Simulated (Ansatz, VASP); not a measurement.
## Two plane-wave programs on ZnSe

```
Zn Se
1.0
     0.00000    3.05025    2.81466
     2.81466    0.00000    2.81466
     2.81466    3.05025    0.00000
Zn Se
1 1
Direct
  0.00000 0.00000 0.00000
  0.75000 0.75000 0.75000
```

Alike in both runs: task single point; functional PBE; k mesh 10 × 10 × 10; occupations gaussian, width 0.05 eV; no spin polarisation.

```csv
,VASP,Ansatz
version,VASP 6.6.1,Ansatz 0.2.0
potentials or method,"VASP PAW PBE potentials, release 64 (Zn, Se), cutoff 520 eV","scalar-relativistic, plane waves, PAW"
valence electrons in the cell,18,28
```

Ansatz gave:

* gap on the k mesh at the Fermi level (eV): 0.91
* least direct gap on the mesh (eV): 0.91
* pressure (GPa): -1.5
* traceless stress, the component that is largest in VASP (GPa): -2.14

Problem. Which values does VASP return?

Solution. gap on the k mesh at the Fermi level (eV): 0.92; least direct gap on the mesh (eV): 0.92; pressure (GPa): -1.3; traceless stress, the component that is largest in VASP (GPa): -2.13.

VASP's potentials hold 18 valence electrons a cell and Ansatz's 28, so a difference there can come from the potentials and not from the codes.
